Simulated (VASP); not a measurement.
Set up this calculation in VASP 6.6.1, as the native input.

```
Task                   : single point
Functional             : r2SCAN
Potentials or basis    : VASP PAW PBE potentials, release 64 (Sr_sv, O)
Cutoff                 : 520 eV
k mesh                 : 8 × 8 × 8
Occupations            : gaussian, width 0.02 eV
Spin                   : no spin polarisation
Dipole correction      : no
Further INCAR settings : ALGO = Normal; EDIFF = 1e-07; NBANDS = 15
```

SrO:

```xyz
2
Lattice="0.0000 2.6636 2.6636 2.6636 0.0000 2.6636 2.6636 2.6636 0.0000" Properties=species:S:1:pos:R:3 pbc="T T T"
Sr    2.6636    2.6636    2.6636
O     0.0000    0.0000    0.0000
```

This cell differs from its parent crystal: volume scaled by 1.10.

The input as run:

POSCAR

```
SrO
1.0
    0.0000000000      2.6636056190      2.6636056190
    2.6636056190      0.0000000000      2.6636056190
    2.6636056190      2.6636056190      0.0000000000
Sr O
1 1
Direct
    0.5000000000      0.5000000000      0.5000000000
    0.0000000000      0.0000000000      0.0000000000
```

INCAR.step1

```
SYSTEM = SrO
  PREC = Accurate
  ENCUT = 520
  ISMEAR = 0
  SIGMA = 0.02
  LREAL = .False.
  LASPH = .True.
  NELM = 60
  NBANDS = 15
  GGA = PE
  ALGO = Normal
  EDIFF = 1E-4
  LWAVE = .True.
  LCHARG = .False.
```

INCAR.step2

```
SYSTEM = SrO
  PREC = Accurate
  ENCUT = 520
  EDIFF = 1E-7
  ISMEAR = 0
  SIGMA = 0.02
  LREAL = .False.
  LASPH = .True.
  NELM = 60
  ALGO = Normal
  ISIF = 2
  LWAVE = .False.
  LCHARG = .False.
  METAGGA = R2SCAN
  LMIXTAU = .True.
  NBANDS = 15
  ISTART = 1
```

KPOINTS

```
regular mesh
0
Gamma
  8 8 8
  0 0 0
```

Potentials or basis: VASP PAW PBE potentials, release 64 (Sr_sv, O).

Launch:

```console
$ cat potpaw_PBE.64/Sr_sv/POTCAR potpaw_PBE.64/O/POTCAR > POTCAR
$ cp INCAR.step1 INCAR
$ mpirun -np 1 vasp_std > vasp.out
$ cp INCAR.step2 INCAR
$ mpirun -np 1 vasp_std > vasp.out
```

Results of the run:

```yaml
Pressure: -6.9 GPa
Band_gap_on_the_k_mesh: 3.77 eV, indirect (least direct gap 3.91 eV)
```

Caveat: the PAW data sets were made with another functional, which shifts forces and pressure a little.

It took 120 s on 1 thread of Intel(R) Xeon(R) Platinum 8259CL CPU @ 2.50GHz (Skylake/Cascade Lake) (shared host), peak memory 0.17 GiB.
